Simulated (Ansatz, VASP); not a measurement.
**One calculation of Ga, two programs**

File POSCAR:

```
Ga
1.0
    1.4753750000     -4.1361375000      0.0000000000
    1.4753750000      4.1361375000      0.0000000000
    0.0000000000      0.0000000000      3.1700000000
Ga
2
Direct
    0.8670000000      0.1330000000      0.2500000000
    0.1330000000      0.8670000000      0.7500000000
```

Contents of INCAR.step1:

```
SYSTEM = Ga
  PREC = Accurate
  ENCUT = 520
  ISMEAR = 0
  SIGMA = 0.15
  LREAL = .FALSE.
  LASPH = .TRUE.
  NELM = 60
  NBANDS = 20
  GGA = PE
  ALGO = Normal
  EDIFF = 1E-4
  LWAVE = .TRUE.
  LCHARG = .FALSE.
```

Contents of INCAR.step2:

```
SYSTEM = Ga
  PREC = Accurate
  ENCUT = 520
  EDIFF = 1E-6
  ISMEAR = 0
  SIGMA = 0.15
  LREAL = .FALSE.
  LASPH = .TRUE.
  NELM = 60
  ALGO = Normal
  ISIF = 2
  LWAVE = .FALSE.
  LCHARG = .TRUE.
  METAGGA = R2SCAN
  LMIXTAU = .TRUE.
  LELF = .TRUE.
  LVHAR = .TRUE.
  NBANDS = 20
  ISTART = 1
```

KPOINTS

```
Automatic mesh
0
G
  18 18 16
  0 0 0
```

Input for Ansatz:

```yaml
crystal:
  lattice:
    - [1.475375, -4.1361375, 0.0]
    - [1.475375, 4.1361375, 0.0]
    - [0.0, 0.0, 3.17]
  atoms:
    - { symbol: Ga, position: [0.867, 0.133, 0.25] }
    - { symbol: Ga, position: [0.133, 0.867, 0.75] }
basis:
  ecutwfc: 500
kpoints:
  mp_grid: { grid: [18, 18, 16] }
hamiltonian:
  xc: r2scan
scf:
  occupations: { method: gaussian, width: 0.15 }
output:
  forces: true
  stress: true
  eigenvalues: true
```

Change from the starting cell: strain +0.0175 x Voigt [1, 1, 0, 0, 0, 0], atoms carried along.

Alike in both runs: task single point; functional r2SCAN; k mesh 18 × 18 × 16; occupations gaussian, width 0.15 eV; no spin polarisation.

```csv
,VASP,Ansatz
version,VASP 6.6.1,Ansatz 0.2.0
potentials or method,"VASP PAW PBE potentials, release 64 (Ga_d), cutoff 520 eV","scalar-relativistic, plane waves, PAW"
valence electrons in the cell,26,26
```

|  | VASP | Ansatz | Ansatz less VASP |
| --- | --- | --- | --- |
| gap on the k mesh at the Fermi level (eV) | none | none | - |
| pressure (GPa) | -3.0 | -3.0 | -0.07 |
| traceless stress, the component that is largest in VASP (GPa) | 2.05 | 2.08 | +0.029 |
| rms of the force components (eV/Å) | 0.128 | 0.131 | +0.0026 |

VASP's potentials were made for PBE, not for r2SCAN. Atom by atom the forces differ by 0.003 eV/Å (rms over components). A gap of «none» marks a metal or a gap that the smearing closes.
